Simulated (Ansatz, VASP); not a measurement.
# Two plane-wave programs on CaPtSe2

```
Ca Pt Se
1.0
     4.12477    0.00000    0.00000
    -2.06239    3.57216    0.00000
     0.00000    0.00000   12.17904
Ca Pt Se
2 2 4
Direct
  0.66667 0.33333 0.36503
  0.33333 0.66667 0.86503
  0.66667 0.33333 0.10692
  0.33333 0.66667 0.60692
  0.00000 0.00000 0.00990
  0.33333 0.66667 0.21156
  0.00000 0.00000 0.50990
  0.66667 0.33333 0.71156
```

Alike in both runs: functional PBE; k mesh 6 × 6 × 2; occupations gaussian, width 0.1 eV; no spin polarisation.

Ansatz relaxed the structure, and its values are those at the end. VASP's run is a single point on that final structure, the one shown.

|  | VASP | Ansatz |
| --- | --- | --- |
| version | VASP 6.6.1 | Ansatz 0.2.0 |
| potentials or method | VASP PAW PBE potentials, release 64 (Ca_sv, Pt, Se), cutoff 520 eV | scalar-relativistic, plane waves, PAW |
| valence electrons in the cell | 64 | 120 |

VASP gave:

```
gap on the k mesh at the Fermi level (eV) : none
pressure (GPa)                            : 0.2
rms of the force components (eV/Å)        : 0.008
```

Which values does Ansatz return?

gap on the k mesh at the Fermi level (eV): none; pressure (GPa): 0.1; rms of the force components (eV/Å): 0.004.

A gap of «none» marks a metal or a gap that the smearing closes. VASP's potentials hold 64 valence electrons a cell and Ansatz's 120, so a difference there can come from the potentials and not from the codes.

Neither program's run includes spin-orbit coupling.
